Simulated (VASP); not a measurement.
# CdTe (F-43m) in VASP: notebook

The runs below take CdTe through single point, with r2SCAN.

All numbers are computed with VASP 6.6.1; they aren't measurements. Logs are shortened: lines on timing, memory, paths and dates and some standing lists are left out, and cuts for length are marked.

## (1) The cell of the first run

The structure is cubic, space group F-43m (No. 216). The conventional cell has a = 6.090 Å, b = 6.090 Å, c = 6.090 Å, α = 90.00°, β = 90.00°, γ = 90.00°. Within 3.5 Å of Cd (site symmetry -43m) lie 4 Te at 2.64 Å. Te (site symmetry -43m) has 4 Cd at 2.64 Å within 3.5 Å.

## (2) Single point, r2SCAN

Input file POSCAR:

```
CdTe
1.0
    0.0000000000      3.0450988905      3.0450988905
    3.0450988905      0.0000000000      3.0450988905
    3.0450988905      3.0450988905      0.0000000000
Cd Te
1 1
Direct
    0.0000000000      0.0000000000      0.0000000000
    0.7500000000      0.7500000000      0.7500000000
```

Input file INCAR.step1:

```
PREC = Accurate
ENCUT = 520
ISMEAR = 0
SIGMA = 0.01
LREAL = F
LASPH = T
NELM = 100
NBANDS = 16
GGA = PE
ALGO = Normal
EDIFF = 1E-4
LWAVE = T
LCHARG = F
```

Input file INCAR.step2:

```
PREC = Accurate
ENCUT = 520
EDIFF = 1E-7
ISMEAR = 0
SIGMA = 0.01
LREAL = F
LASPH = T
NELM = 100
ALGO = Normal
ISIF = 2
LWAVE = F
LCHARG = F
METAGGA = R2SCAN
LMIXTAU = T
NBANDS = 16
ISTART = 1
```

Input file KPOINTS:

```
Automatic mesh
0
Gamma
  8 8 8
```

Potentials or basis: VASP PAW PBE potentials, release 64 (Cd, Te).

Launch:

```sh
> cat potpaw_PBE.64/Cd/POTCAR potpaw_PBE.64/Te/POTCAR > POTCAR
> cp INCAR.step1 INCAR
> mpirun -np 1 vasp_std > vasp.out
> cp INCAR.step2 INCAR
> mpirun -np 1 vasp_std > vasp.out
```

OUTCAR:

```text
PREC = Accurate
   ENCUT = 520
   EDIFF = 1E-7
   ISMEAR = 0
   LREAL = F
   LASPH = T
   NELM = 100
   ISIF = 2
   METAGGA = R2SCAN
   ISTART = 1

 ion  position               nearest neighbor table
   1  0.000  0.000  0.000-   2 2.64   2 2.64   2 2.64   2 2.64
   2  0.750  0.750  0.750-   1 2.64   1 2.64   1 2.64   1 2.64

  LATTYP: Found a face centered cubic cell.
 ALAT       =     6.0901977810

  Lattice vectors:

 A1 = (   0.0000000000,   3.0450988905,   3.0450988905)
 A2 = (   3.0450988905,   0.0000000000,   3.0450988905)
 A3 = (   3.0450988905,   3.0450988905,   0.0000000000)

Analysis of symmetry for initial positions (statically):
=====================================================================
 Subroutine PRICEL returns:
 Original cell was already a primitive cell.

 Routine SETGRP: Setting up the symmetry group for a
 face centered cubic supercell.

 Subroutine GETGRP returns: Found 24 space group operations
 (whereof 24 operations were pure point group operations)
 out of a pool of 48 trial point group operations.

The static configuration has the point symmetry T_d .

Analysis of symmetry for dynamics (positions and initial velocities):
=====================================================================
 Subroutine PRICEL returns:
 Original cell was already a primitive cell.

 Routine SETGRP: Setting up the symmetry group for a
 face centered cubic supercell.

 Subroutine GETGRP returns: Found 24 space group operations
 (whereof 24 operations were pure point group operations)
 out of a pool of 48 trial point group operations.

The dynamic configuration has the point symmetry T_d .

 Subroutine INISYM returns: Found 24 space group operations
 (whereof 24 operations are pure point group operations),
 and found     1 'primitive' translations

----------------------------------------------------------------------------------------

                                     Primitive cell

  volume of cell :      56.4721

  direct lattice vectors                    reciprocal lattice vectors
     0.000000000  3.045098890  3.045098890    -0.164198280  0.164198280  0.164198280
     3.045098890  0.000000000  3.045098890     0.164198280 -0.164198280  0.164198280
     3.045098890  3.045098890  0.000000000     0.164198280  0.164198280 -0.164198280

  length of vectors
     4.306420150  4.306420150  4.306420150     0.284399763  0.284399763  0.284399763

  position of ions in fractional coordinates (direct lattice)
     0.000000000  0.000000000  0.000000000
     0.750000000  0.750000000  0.750000000

  ion indices of the primitive-cell ions
   primitive index   ion index
                 1           1
                 2           2

----------------------------------------------------------------------------------------

 KPOINTS: Automatic mesh

Automatic generation of k-mesh.
 Grid dimensions read from file:
 generate k-points for:    8    8    8

 Generating k-lattice:

  Cartesian coordinates                     Fractional coordinates (reciprocal lattice)
    -0.020524785  0.020524785  0.020524785     0.125000000  0.000000000  0.000000000
     0.020524785 -0.020524785  0.020524785     0.000000000  0.125000000  0.000000000
     0.020524785  0.020524785 -0.020524785     0.000000000  0.000000000  0.125000000

  Length of vectors
     0.035549970  0.035549970  0.035549970

  Shift w.r.t. Gamma in fractional coordinates (k-lattice)
     0.000000000  0.000000000  0.000000000

 Subroutine IBZKPT returns following result:
 ===========================================

 Found     29 irreducible k-points:

 Following reciprocal coordinates:
            Coordinates               Weight
  0.000000  0.000000  0.000000      1.000000
  0.125000  0.000000  0.000000      8.000000
  0.250000  0.000000  0.000000      8.000000
  0.375000  0.000000  0.000000      8.000000
  0.500000  0.000000  0.000000      4.000000
  0.125000  0.125000  0.000000      6.000000
[... 16 lines left out ...]
  0.500000  0.250000  0.125000     48.000000
 -0.375000  0.250000  0.125000     24.000000
 [... further k-points ...]
   k-points           NKPTS =     29   k-points in BZ     NKDIM =     29   number of bands    NBANDS=     16
   number of dos      NEDOS =    301   number of ions     NIONS =      2
   total plane-waves  NPLWV =  32768
   dimension x,y,z NGX =    32 NGY =   32 NGZ =   32
   dimension x,y,z NGXF=    64 NGYF=   64 NGZF=   64
   ions per type =               1   1
   NGX,Y,Z   is equivalent  to a cutoff of  12.35, 12.35, 12.35 a.u.
   NGXF,Y,Z  is equivalent  to a cutoff of  24.71, 24.71, 24.71 a.u.
 SYSTEM =  unknown system
   PREC   = accura    normal or accurate (medium, high low for compatibility)
   ISTART =      1    job   : 0-new  1-cont  2-samecut
   ICHARG =      0    charge: 1-file 2-atom 10-const
   ISPIN  =      1    spin polarized calculation?
   LNONCOLLINEAR =      F non collinear calculations
   LSORBIT =      F    spin-orbit coupling
   LASPH  =      T    aspherical Exc in radial PAW
   ENCUT  =  520.0 eV  38.22 Ry    6.18 a.u.   8.01  8.01  8.01*2*pi/ulx,y,z
   NELM   =    100;   NELMIN=  2; NELMDL=  0     # of ELM steps
   EDIFF  = 0.1E-06   stopping-criterion for ELM
   LREAL  =      F    real-space projection
   EDIFFG = 0.1E-05   stopping-criterion for IOM
   NSW    =      0    number of steps for IOM
   IBRION =     -1    ionic relax: 0-MD 1-quasi-New 2-CG
   NFREE  =      0    steps in history (QN), initial steepest desc. (CG)
   ISIF   =      2    stress and relaxation
   ISYM   =      2    0-nonsym 1-usesym 2-fastsym
   POTIM  = 0.5000    time-step for ionic-motion
   TEBEG  =    0.0;   TEEND  =   0.0 temperature during run
   PSTRESS=    0.0 pullay stress
   NELECT =      18.0000    total number of electrons
   NUPDOWN=      -1.0000    fix difference up-down
   EMIN   =  10.00;   EMAX   =-10.00  energy-range for DOS
   EFERMI =   0.00;   METHOD = LEGACY
   ISMEAR =     0;   SIGMA  =   0.01  broadening in eV -4-tet -1-fermi 0-gaus
   EFERMI_NEDOS =   21; number of points for ismear=-14 and -15
   IALGO  =     38    algorithm
   IMIX   =      4    mixing-type and parameters
     AMIX     =   0.40;   BMIX     =  1.00
     AMIX_MAG =   1.60;   BMIX_MAG =  1.00
  volume/ion in A,a.u.               =      28.24       190.55
  Fermi-wavevector in a.u.,A,eV,Ry     =   1.118290  2.113261 17.015058  1.250572
  Thomas-Fermi vector in A             =   2.254919
   LORBIT       =      0    0 simple, 1 ext, 2 COOP (PROOUT), +10 PAW based schemes
   METAGGA = R2SCAN    functional components
   LHFCALC =     F    Hartree Fock is set to
   AEXX    =    0.0000 exact exchange contribution
   IVDW    =     0    specifies the selected vdW correction
   LEPSILON=     F    determine dielectric tensor
   LRPA    =     F    only Hartree local field effects (RPA)
 non-spin polarized calculation
 Gauss-broadening in eV      SIGMA  =   0.01
  energy-cutoff  :      520.00
  volume of cell :       56.47
 maximum number of plane-waves:      1540
   NGX = 17   NGY = 17   NGZ = 17

 number of electron      18.0000002 magnetization

 Free energy of the ion-electron system (eV)
  ---------------------------------------------------
  ext. energy  EPLUGINS =         0.00000000
  ---------------------------------------------------
  free energy    TOTEN  =       -46.09800057 eV

  energy without entropy =      -46.09800057  energy(sigma->0) =      -46.09800057

 E-fermi :   4.1215     XC(G=0): -10.0106

 val. band max:        4.0517075506   @ k =   0.0000   0.0000   0.0000
 cond. band min:       5.9515034744   @ k =   0.0000   0.0000   0.0000
 fundamental gap:      1.8997959238
 Fermi energy:         4.1215067787

 k-point     1 :       0.0000    0.0000    0.0000
  band No.  band energies     occupation
      1      -8.8066      2.00000
      2      -5.3779      2.00000
      3      -5.3779      2.00000
      4      -5.3779      2.00000
      5      -4.9139      2.00000
      6      -4.9139      2.00000
[... 8 lines left out ...]
     15      14.1783      0.00000
     16      14.1783      0.00000

 k-point     2 :       0.1250    0.0000    0.0000
  band No.  band energies     occupation
      1      -8.7168      2.00000
      2      -5.3584      2.00000
      3      -5.3584      2.00000
      4      -5.3220      2.00000
      5      -4.9159      2.00000
      6      -4.9159      2.00000
[... 8 lines left out ...]
     15      13.2221      0.00000
     16      13.2221      0.00000

 k-point     3 :       0.2500    0.0000    0.0000
  band No.  band energies     occupation
      1      -8.4973      2.00000
      2      -5.3149      2.00000
      3      -5.3149      2.00000
      4      -5.1113      2.00000
      5      -4.9159      2.00000
      6      -4.9159      2.00000
[... 8 lines left out ...]
     15      13.0255      0.00000
     16      13.0255      0.00000

 k-point     4 :       0.3750    0.0000    0.0000
  band No.  band energies     occupation
      1      -8.2790      2.00000
      2      -5.2788      2.00000
      3      -5.2788      2.00000
      4      -4.9063      2.00000
      5      -4.9063      2.00000
      6      -4.6905      2.00000
[... 8 lines left out ...]
     15      14.0829      0.00000
     16      14.0829      0.00000
[... 324 lines left out ...]
 k-point    22 :       0.3750    0.2500    0.1250
  band No.  band energies     occupation
      1      -8.3363      2.00000
      2      -5.2680      2.00000
      3      -5.2453      2.00000
      4      -5.0511      2.00000
      5      -4.9027      2.00000
      6      -4.8343      2.00000
[... 8 lines left out ...]
     15      14.8942      0.00000
     16      15.6348      0.00000

 k-point    23 :       0.5000    0.2500    0.1250
  band No.  band energies     occupation
      1      -8.1667      2.00000
      2      -5.2325      2.00000
      3      -5.2143      2.00000
      4      -4.9770      2.00000
      5      -4.8994      2.00000
      6      -4.4852      2.00000
[... 8 lines left out ...]
     15      15.0715      0.00000
     16      15.7893      0.00000

 k-point    24 :      -0.3750    0.2500    0.1250
  band No.  band energies     occupation
      1      -8.0992      2.00000
      2      -5.2247      2.00000
      3      -5.2003      2.00000
      4      -4.9478      2.00000
      5      -4.9078      2.00000
      6      -4.2017      2.00000
[... 8 lines left out ...]
     15      14.9166      0.00000
     16      15.9317      0.00000

 [... further k-points ...]
[... 5 lines left out ...]
  --------------------------------------------------------------------------------------
  -------------------------------------------------------------------------------------
  Total        5.3729458      5.3729458      5.3729458     -0.0000000      0.0000000     -0.0000000
  in kB      152.4364572    152.4364572    152.4364572     -0.0000000      0.0000000     -0.0000000
  external PRESSURE =     152.4364572 kB  Pullay stress =       0.0000000 kB

 VOLUME and BASIS-vectors are now :
 -----------------------------------------------------------------------------
  energy-cutoff  :      520.00
  volume of cell :       56.47
      direct lattice vectors                 reciprocal lattice vectors
     0.000000000  3.045098890  3.045098890    -0.164198280  0.164198280  0.164198280
     3.045098890  0.000000000  3.045098890     0.164198280 -0.164198280  0.164198280
     3.045098890  3.045098890  0.000000000     0.164198280  0.164198280 -0.164198280

 POSITION                                       TOTAL-FORCE (eV/Angst)
 -----------------------------------------------------------------------------------
      0.00000      0.00000      0.00000         0.000000      0.000000      0.000000
      4.56765      4.56765      4.56765        -0.000000     -0.000000     -0.000000
 -----------------------------------------------------------------------------------
    total drift:                                0.000004      0.000004      0.000004

  FREE ENERGIE OF THE ION-ELECTRON SYSTEM (eV)
  ---------------------------------------------------
  free  energy   TOTEN  =       -46.0980005727 eV

  energy  without entropy=      -46.0980005727  energy(sigma->0) =      -46.09800057
```

Wall time 54 s (1 thread of AMD EPYC 9R45 (Zen 5), shared host); peak memory 0.16 GiB.

What came out:

| Item | Value |
| --- | --- |
| Free energy | -46.0980 eV |
| Pressure | 15.2 GPa |
| Band gap on the k mesh | 1.90 eV |

Caveat: the cell stands under pressure; the PAW data sets were made with another functional, which shifts forces and pressure a little; spin-orbit coupling is left out, which moves the levels of the heavy elements.

## (3) Single point, r2SCAN

This run uses another cell than the first one, of 29.81 Å³/atom.

Input file POSCAR:

```
CdTe
1.0
    0.0000000000      3.1007016499      3.1007016499
    3.1007016499      0.0000000000      3.1007016499
    3.1007016499      3.1007016499      0.0000000000
Cd Te
1 1
Direct
    0.0000000000      0.0000000000      0.0000000000
    0.7500000000      0.7500000000      0.7500000000
```

Input file INCAR.step1:

```
ALGO     = Normal         # electronic algorithm
EDIFF    = 1E-4           # SCF threshold, eV
ENCUT    = 520            # plane-wave cutoff, eV
GGA      = PE             # functional
ISMEAR   = 0              # smearing method
LASPH    = True           # aspherical terms in the spheres
LCHARG   = False          # write CHGCAR
LREAL    = False          # projectors in reciprocal space
LWAVE    = True           # write WAVECAR
NBANDS   = 16             # bands
NELM     = 100            # most SCF steps
PREC     = Accurate       # precision mode
SIGMA    = 0.01           # smearing width, eV
```

Input file INCAR.step2:

```
ALGO     = Normal         # electronic algorithm
EDIFF    = 1E-6           # SCF threshold, eV
ENCUT    = 520            # plane-wave cutoff, eV
ISIF     = 2              # what is computed and relaxed
ISMEAR   = 0              # smearing method
ISTART   = 1            
LASPH    = True           # aspherical terms in the spheres
LCHARG   = False          # write CHGCAR
LMIXTAU  = True         
LREAL    = False          # projectors in reciprocal space
LWAVE    = False          # write WAVECAR
METAGGA  = R2SCAN         # meta-GGA
NBANDS   = 16             # bands
NELM     = 100            # most SCF steps
PREC     = Accurate       # precision mode
SIGMA    = 0.01           # smearing width, eV
```

Input file KPOINTS:

```
k-points
0
Gamma
  8 8 8
```

Potentials or basis: VASP PAW PBE potentials, release 64 (Cd, Te).

Launch:

```sh
> cat potpaw_PBE.64/Cd/POTCAR potpaw_PBE.64/Te/POTCAR > POTCAR
> cp INCAR.step1 INCAR
> mpirun -np 1 vasp_std > vasp.out
> cp INCAR.step2 INCAR
> mpirun -np 1 vasp_std > vasp.out
```

Run time: 89 s. Hardware: 1 thread of AMD EPYC 9R45 (Zen 5), shared host; peak memory 0.19 GiB.

It converged, with:

```yaml
Free_energy: -46.3458 eV
Pressure: 10.2 GPa
Band_gap_on_the_k_mesh: 1.72 eV
```

Levels at points of the mesh, in eV from the valence-band top:
| k point | band 6 | band 7 | band 8 | band 9 | band 10 | band 11 | band 12 | band 13 |
| --- | --- | --- | --- | --- | --- | --- | --- | --- |
| (0.00, 0.00, 0.00) | -8.72 | 0.00 | 0.00 | 0.00 | 1.72 | 4.89 | 4.89 | 4.89 |
| (0.50, 0.00, 0.00) | -8.22 | -5.37 | -1.02 | -1.02 | 2.37 | 5.48 | 5.48 | 7.44 |
| (0.50, 0.50, 0.00) | -8.02 | -5.08 | -2.44 | -2.44 | 2.55 | 2.89 | 10.32 | 10.51 |

Caveat: the cell stands under pressure; the PAW data sets were made with another functional, which shifts forces and pressure a little; spin-orbit coupling is left out, which moves the levels of the heavy elements.

## (4) Single point, r2SCAN

This run uses another cell than the first one, of 31.00 Å³/atom.

Input file POSCAR:

```
CdTe
1.0
    0.0000000000      3.1415258556      3.1415258556
    3.1415258556      0.0000000000      3.1415258556
    3.1415258556      3.1415258556      0.0000000000
Cd Te
1 1
Direct
    0.0000000000      0.0000000000      0.0000000000
    0.7500000000      0.7500000000      0.7500000000
```

Input file INCAR.step1:

```
SYSTEM = CdTe
PREC = Accurate
ENCUT = 520
ISMEAR = 0
SIGMA = 0.01
LREAL = .False.
LASPH = .True.
NELM = 80
NBANDS = 16
GGA = PE
ALGO = Normal
EDIFF = 1E-4
LWAVE = .True.
LCHARG = .False.
```

Input file INCAR.step2:

```
SYSTEM = CdTe
PREC = Accurate
ENCUT = 520
EDIFF = 1E-6
ISMEAR = 0
SIGMA = 0.01
LREAL = .False.
LASPH = .True.
NELM = 80
ALGO = Normal
ISIF = 2
LWAVE = .False.
LCHARG = .False.
METAGGA = R2SCAN
LMIXTAU = .True.
NBANDS = 16
ISTART = 1
```

Input file KPOINTS:

```
regular mesh
0
Gamma
  8 8 8
  0 0 0
```

Launch:

```sh
> cat potpaw_PBE.64/Cd/POTCAR potpaw_PBE.64/Te/POTCAR > POTCAR
> cp INCAR.step1 INCAR
> mpirun -np 1 vasp_std > vasp.out
> cp INCAR.step2 INCAR
> mpirun -np 1 vasp_std > vasp.out
```

It took 91 s on 1 thread of AMD EPYC 9R45 (Zen 5), shared host; peak memory 0.19 GiB.

Results (log left out):

| Quantity | Value |
| --- | --- |
| Free energy | -46.4741 eV |
| Pressure | 7.2 GPa |
| Band gap on the k mesh | 1.58 eV |

Levels at points of the mesh, in eV from the valence-band top:
```csv
k point,band 6,band 7,band 8,band 9,band 10,band 11,band 12,band 13
"(0.00, 0.00, 0.00)",-8.57,0.00,0.00,0.00,1.58,4.94,4.94,4.94
"(0.50, 0.00, 0.00)",-8.11,-5.10,-0.95,-0.95,2.33,5.52,5.52,7.46
"(0.50, 0.50, 0.00)",-7.92,-4.86,-2.27,-2.27,2.66,2.93,10.06,10.31
```

Caveat: the cell stands under pressure; the PAW data sets were made with another functional, which shifts forces and pressure a little; spin-orbit coupling is left out, which moves the levels of the heavy elements.

[end of part 1 of 2]
